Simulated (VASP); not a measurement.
# Cu (I4/mmm) in VASP: a series of runs

Aim: see how the results for Cu move with the level of theory and the settings. Levels: PBE+U, PBE. Tasks: single point.

Program: VASP 6.6.1. These are calculated values, not measurements. Logs are shortened: lines on timing, memory, paths and dates and some standing lists are left out, and cuts for length are marked.

## Step 1: The cell of the first run

It takes space group I4/mmm (No. 139, tetragonal). Conventional cell: a = 3.072 Å, b = 3.072 Å, c = 2.800 Å, α = 90.00°, β = 90.00°, γ = 90.00°. Cu (site symmetry 4/mmm) has 14 Cu at 2.58 to 3.07 Å within 3.4 Å.

## Step 2: Single point, PBE+U

File INCAR:

```
SYSTEM = Cu
ALGO = Normal ; EDIFF = 1E-6
ENCUT = 600 ; GGA = PE
GGA_COMPAT = .False. ; ISIF = 2
ISMEAR = 0 ; LASPH = .True.
LCHARG = .False. ; LDAU = .True.
LDAUJ = 0 ; LDAUL = 2
LDAUPRINT = 1 ; LDAUTYPE = 2
LDAUU = 1 ; LMAXMIX = 4
LREAL = .False. ; LWAVE = .False.
NBANDS = 12 ; NELM = 200
PREC = Accurate ; SIGMA = 0.1
```

File KPOINTS:

```
k-points
0
Gamma
  20 20 20
  0 0 0
```

File POSCAR:

```
Cu
1.0
   -1.5362249878      1.5362249878      1.3999702793
    1.5362249878     -1.5362249878      1.3999702793
    1.5362249878      1.5362249878     -1.3999702793
Cu
1
Direct
    0.0000000000      0.0000000000      0.0000000000
```

Potentials or basis: VASP PAW PBE potentials, release 64 (Cu).

Started as:

```sh
$ cat potpaw_PBE.64/Cu/POTCAR > POTCAR
$ mpirun -np 1 vasp_std > vasp.out
```

OUTCAR:

```text
SYSTEM = Cu
   EDIFF = 1E-6
   ENCUT = 600
   GGA = PE
   ISIF = 2
   ISMEAR = 0
   LASPH = .True.
   LREAL = .False.
   NELM = 200
   PREC = Accurate

 ion  position               nearest neighbor table
   1  0.000  0.000  0.000-

  LATTYP: Found a body centered tetragonal cell.
 ALAT       =     3.0724499756
 C/A-ratio  =     0.9113054991

  Lattice vectors:

 A1 = (  -1.5362249878,   1.5362249878,   1.3999702793)
 A2 = (   1.5362249878,  -1.5362249878,   1.3999702793)
 A3 = (   1.5362249878,   1.5362249878,  -1.3999702793)

Analysis of symmetry for initial positions (statically):
=====================================================================
 Subroutine PRICEL returns:
 Original cell was already a primitive cell.

 Routine SETGRP: Setting up the symmetry group for a
 body centered tetragonal supercell.

 Subroutine GETGRP returns: Found 16 space group operations
 (whereof 16 operations were pure point group operations)
 out of a pool of 16 trial point group operations.

The static configuration has the point symmetry D_4h.

Analysis of symmetry for dynamics (positions and initial velocities):
=====================================================================
 Subroutine PRICEL returns:
 Original cell was already a primitive cell.

 Routine SETGRP: Setting up the symmetry group for a
 body centered tetragonal supercell.

 Subroutine GETGRP returns: Found 16 space group operations
 (whereof 16 operations were pure point group operations)
 out of a pool of 16 trial point group operations.

The dynamic configuration has the point symmetry D_4h.

 Subroutine INISYM returns: Found 16 space group operations
 (whereof 16 operations are pure point group operations),
 and found     1 'primitive' translations

----------------------------------------------------------------------------------------

                                     Primitive cell

  volume of cell :      13.2156

  direct lattice vectors                    reciprocal lattice vectors
    -1.536224988  1.536224988  1.399970279     0.000000000  0.325473159  0.357150439
     1.536224988 -1.536224988  1.399970279     0.325473159  0.000000000  0.357150439
     1.536224988  1.536224988 -1.399970279     0.325473159  0.325473159  0.000000000

  length of vectors
     2.584548550  2.584548550  2.584548550     0.483207216  0.483207216  0.460288556

  position of ions in fractional coordinates (direct lattice)
     0.000000000  0.000000000  0.000000000

  ion indices of the primitive-cell ions
   primitive index   ion index
                 1           1

----------------------------------------------------------------------------------------

 KPOINTS: k-points

Automatic generation of k-mesh.
 Grid dimensions read from file:
 generate k-points for:   20   20   20

 Generating k-lattice:

  Cartesian coordinates                     Fractional coordinates (reciprocal lattice)
     0.000000000  0.016273658  0.017857522     0.050000000  0.000000000 -0.000000000
     0.016273658  0.000000000  0.017857522     0.000000000  0.050000000 -0.000000000
     0.016273658  0.016273658  0.000000000     0.000000000  0.000000000  0.050000000

  Length of vectors
     0.024160361  0.024160361  0.023014428

  Shift w.r.t. Gamma in fractional coordinates (k-lattice)
     0.000000000  0.000000000  0.000000000

 Subroutine IBZKPT returns following result:
 ===========================================

 Found    641 irreducible k-points:
[... 39 lines left out ...]
   ICHARG =      2    charge: 1-file 2-atom 10-const
   ISPIN  =      1    spin polarized calculation?
   LNONCOLLINEAR =      F non collinear calculations
   LSORBIT =      F    spin-orbit coupling
   LASPH  =      T    aspherical Exc in radial PAW
   ENCUT  =  600.0 eV  44.10 Ry    6.64 a.u.   5.16  5.16  5.16*2*pi/ulx,y,z
   NELM   =    200;   NELMIN=  2; NELMDL= -5     # of ELM steps
   EDIFF  = 0.1E-05   stopping-criterion for ELM
   LREAL  =      F    real-space projection
   EDIFFG = 0.1E-04   stopping-criterion for IOM
   NSW    =      0    number of steps for IOM
   IBRION =     -1    ionic relax: 0-MD 1-quasi-New 2-CG
   NFREE  =      0    steps in history (QN), initial steepest desc. (CG)
   ISIF   =      2    stress and relaxation
   ISYM   =      2    0-nonsym 1-usesym 2-fastsym
   POTIM  = 0.5000    time-step for ionic-motion
   TEBEG  =    0.0;   TEEND  =   0.0 temperature during run
   PSTRESS=    0.0 pullay stress
   NELECT =      11.0000    total number of electrons
   NUPDOWN=      -1.0000    fix difference up-down
   EMIN   =  10.00;   EMAX   =-10.00  energy-range for DOS
   EFERMI =   0.00;   METHOD = LEGACY
   ISMEAR =     0;   SIGMA  =   0.10  broadening in eV -4-tet -1-fermi 0-gaus
   EFERMI_NEDOS =   21; number of points for ismear=-14 and -15
   IALGO  =     38    algorithm
   IMIX   =      4    mixing-type and parameters
     AMIX     =   0.40;   BMIX     =  1.00
     AMIX_MAG =   1.60;   BMIX_MAG =  1.00
  volume/ion in A,a.u.               =      13.22        89.18
  Fermi-wavevector in a.u.,A,eV,Ry     =   1.539960  2.910103 32.265921  2.371478
  Thomas-Fermi vector in A             =   2.646115
   LORBIT       =      0    0 simple, 1 ext, 2 COOP (PROOUT), +10 PAW based schemes
 LDA+U is selected, type is set to LDAUTYPE =  2
   angular momentum for each species LDAUL =     2
   U (eV)           for each species LDAUU =   1.0
   J (eV)           for each species LDAUJ =   0.0
   GGA     = PE    functional components
   LHFCALC =     F    Hartree Fock is set to
   AEXX    =    0.0000 exact exchange contribution
   IVDW    =     0    specifies the selected vdW correction
   LEPSILON=     F    determine dielectric tensor
   LRPA    =     F    only Hartree local field effects (RPA)
 non-spin polarized calculation
 Gauss-broadening in eV      SIGMA  =   0.10
  energy-cutoff  :      600.00
  volume of cell :       13.22
 maximum number of plane-waves:       462
 NGX is ok and might be reduce to    24
   NGX = 11   NGY = 11   NGZ = 11

atom =   1  type =  1  l = 2

 onsite density matrix

spin component  1

  0.9141  0.0000  0.0000 -0.0000 -0.0000
  0.0000  0.9200  0.0000  0.0000  0.0000
  0.0000  0.0000  0.9262 -0.0000 -0.0000
 -0.0000  0.0000 -0.0000  0.9200  0.0000
 -0.0000  0.0000 -0.0000  0.0000  0.9339

spin component  2

  0.9141  0.0000  0.0000 -0.0000 -0.0000
  0.0000  0.9200  0.0000  0.0000  0.0000
  0.0000  0.0000  0.9262 -0.0000 -0.0000
 -0.0000  0.0000 -0.0000  0.9200  0.0000
 -0.0000  0.0000 -0.0000  0.0000  0.9339

 occupancies and eigenvectors

  o =  0.9141  v =  1.0000  0.0000  0.0000  0.0000  0.0000  0.0000  0.0000  0.0000  0.0000  0.0000      0.0000  0.0000  0.0000  0.0000  0.0000  0.0000  0.0000  0.0000  0.0000  0.0000
  o =  0.9141  v =  0.0000  0.0000  0.0000  0.0000  0.0000  1.0000  0.0000  0.0000  0.0000  0.0000      0.0000  0.0000  0.0000  0.0000  0.0000  0.0000  0.0000  0.0000  0.0000  0.0000
  o =  0.9200  v =  0.0000  0.4314  0.0000  0.9021 -0.0000  0.0000  0.0000  0.0000  0.0000  0.0000      0.0000  0.0000  0.0000  0.0000  0.0000  0.0000  0.0000  0.0000  0.0000  0.0000
  o =  0.9200  v =  0.0000  0.0000  0.0000  0.0000  0.0000  0.0000  0.4314  0.0000  0.9021 -0.0000      0.0000  0.0000  0.0000  0.0000  0.0000  0.0000  0.0000  0.0000  0.0000  0.0000
  o =  0.9200  v =  0.0000  0.9021 -0.0000 -0.4314  0.0000  0.0000  0.0000  0.0000  0.0000  0.0000      0.0000  0.0000  0.0000  0.0000  0.0000  0.0000  0.0000  0.0000  0.0000  0.0000
  o =  0.9200  v =  0.0000  0.0000  0.0000  0.0000  0.0000  0.0000  0.9021 -0.0000 -0.4314  0.0000      0.0000  0.0000  0.0000  0.0000  0.0000  0.0000  0.0000  0.0000  0.0000  0.0000
  o =  0.9262  v =  0.0000 -0.0000 -1.0000  0.0000  0.0000  0.0000  0.0000  0.0000  0.0000  0.0000      0.0000  0.0000  0.0000  0.0000  0.0000  0.0000  0.0000  0.0000  0.0000  0.0000
  o =  0.9262  v =  0.0000  0.0000  0.0000  0.0000  0.0000  0.0000 -0.0000 -1.0000  0.0000  0.0000      0.0000  0.0000  0.0000  0.0000  0.0000  0.0000  0.0000  0.0000  0.0000  0.0000
  o =  0.9339  v =  0.0000  0.0000  0.0000  0.0000  0.0000  0.0000  0.0000 -0.0000 -0.0000 -1.0000      0.0000  0.0000  0.0000  0.0000  0.0000  0.0000  0.0000  0.0000  0.0000  0.0000
  o =  0.9339  v =  0.0000  0.0000 -0.0000 -0.0000 -1.0000  0.0000  0.0000  0.0000  0.0000  0.0000      0.0000  0.0000  0.0000  0.0000  0.0000  0.0000  0.0000  0.0000  0.0000  0.0000

 number of electron      10.9999994 magnetization

 Free energy of the ion-electron system (eV)
  ---------------------------------------------------
  ext. energy  EPLUGINS =         0.00000000
  ---------------------------------------------------
  free energy    TOTEN  =        -3.28992069 eV

  energy without entropy =       -3.28797435  energy(sigma->0) =       -3.28894752

 E-fermi :   6.1868     XC(G=0): -12.0621

 val. band max:        6.1767874831   @ k =   0.5000   0.1000   0.0500
 cond. band min:       6.2044337698   @ k =   0.4000   0.0500   0.0500
 fundamental gap:      0.0276462866
 Fermi energy:         6.1867862383

 k-point     1 :       0.0000    0.0000    0.0000
  band No.  band energies     occupation
      1      -2.2378      2.00000
      2       3.0806      2.00000
      3       3.3929      2.00000
      4       3.3929      2.00000
      5       3.9172      2.00000
      6       4.2450      2.00000
      7      28.9200      0.00000
      8      28.9200      0.00000
      9      31.6904      0.00000
     10      31.9413      0.00000
     11      32.4331      0.00000
     12      32.4641      0.00000
[... 331 lines left out ...]
 k-point    24 :      -0.3500    0.0500    0.0000
  band No.  band energies     occupation
      1       1.0003      2.00000
      2       2.7529      2.00000
      3       3.4707      2.00000
      4       4.0888      2.00000
      5       4.1739      2.00000
      6       4.3925      2.00000
      7      16.0707      0.00000
      8      21.8787      0.00000
      9      23.5424      0.00000
     10      26.7811      0.00000
     11      29.3009      0.00000
     12      36.5748      0.00000

 [... further k-points ...]

------------------------ aborting loop because EDIFF is reached ----------------------------------------

  FORCE on cell =-STRESS in cart. coord.  units (eV):
  Direction    XX          YY          ZZ          XY          YZ          ZX
  --------------------------------------------------------------------------------------
  -------------------------------------------------------------------------------------
  Total       -0.7780993     -0.7780993     -0.7870958      0.0000000      0.0000000      0.0000000
  in kB      -94.3315870    -94.3315870    -95.4222700      0.0000000      0.0000000      0.0000000
  external PRESSURE =     -94.6951480 kB  Pullay stress =       0.0000000 kB

 VOLUME and BASIS-vectors are now :
 -----------------------------------------------------------------------------
  energy-cutoff  :      600.00
  volume of cell :       13.22
      direct lattice vectors                 reciprocal lattice vectors
    -1.536224988  1.536224988  1.399970279     0.000000000  0.325473159  0.357150439
     1.536224988 -1.536224988  1.399970279     0.325473159  0.000000000  0.357150439
     1.536224988  1.536224988 -1.399970279     0.325473159  0.325473159  0.000000000

 POSITION                                       TOTAL-FORCE (eV/Angst)
 -----------------------------------------------------------------------------------
      0.00000      0.00000      0.00000         0.000000     -0.000000      0.000000
 -----------------------------------------------------------------------------------
    total drift:                               -0.000000      0.000000      0.000000

  FREE ENERGIE OF THE ION-ELECTRON SYSTEM (eV)
  ---------------------------------------------------
  free  energy   TOTEN  =        -3.2899206912 eV

  energy  without entropy=       -3.2879743476  energy(sigma->0) =       -3.28894752
```

It took 2.2 min on 1 thread of Intel Xeon 8259CL, shared host; peak memory 0.24 GiB.

What came out:

```
Free energy : -3.2899 eV
Pressure    : -9.5 GPa
```

Stress tensor (GPa, compression positive):
```
-9.43  0.00  0.00
 0.00 -9.43  0.00
 0.00  0.00 -9.54
```

Eigenvalues of the final occupation matrices:
```
    site  spin  trace               eigenvalues
site 1 d     1   4.61  0.91 0.92 0.92 0.93 0.93
site 1 d     2   4.61  0.91 0.92 0.92 0.93 0.93
```

Caveat: U without spin polarisation on a metal has little footing; the U is typed as a test and isn't derived for this compound.

## Step 3: Single point, PBE (volume scaled by 1.06, then relaxed in part)

File INCAR:

```
SYSTEM = Cu
PREC = Accurate
ENCUT = 520
EDIFF = 1E-6
ISMEAR = 0
SIGMA = 0.1
LREAL = .FALSE.
LASPH = .TRUE.
NELM = 100
ALGO = Normal
ISIF = 2
LWAVE = .FALSE.
LCHARG = .TRUE.
GGA = PE
LELF = .TRUE.
LVHAR = .TRUE.
NBANDS = 12
```

File KPOINTS:

```
regular mesh
0
G
  20 20 20
  0 0 0
```

File POSCAR:

```
Cu
1.0
   -1.5113484286      1.5113484286      1.3938384746
    1.5113484286     -1.5113484286      1.3938384746
    1.5113484286      1.5113484286     -1.3938384746
Cu
1
Direct
    0.0000000000      0.0000000000      0.0000000000
```

Potentials or basis: VASP PAW PBE potentials, release 64 (Cu).

Started as:

```sh
$ cat potpaw_PBE.64/Cu/POTCAR > POTCAR
$ mpirun -np 1 vasp_std > vasp.out
```

Run time: 36 s. Hardware: 1 thread of Intel Xeon 6975P-C (Granite Rapids), shared host; peak memory 0.2 GiB.

It converged, with:

| Quantity | Value |
| --- | --- |
| Free energy | -3.6779 eV |
| Pressure | -6.3 GPa |

Levels at points of the mesh, in eV from the Fermi level:
```
           k point  band 4  band 5  band 6  band 7  band 8  band 9
(0.00, 0.00, 0.00)   -2.76   -2.15   -1.84   23.27   23.27   25.61
(0.50, 0.00, 0.00)   -1.73   -1.32   -0.18    4.27   15.97   16.24
(0.50, 0.50, 0.00)   -1.95   -1.36   -0.76    3.42   18.22   18.34
(0.50, 0.50, 0.50)   -1.50   -1.42    6.94    6.94    9.90   12.30
```
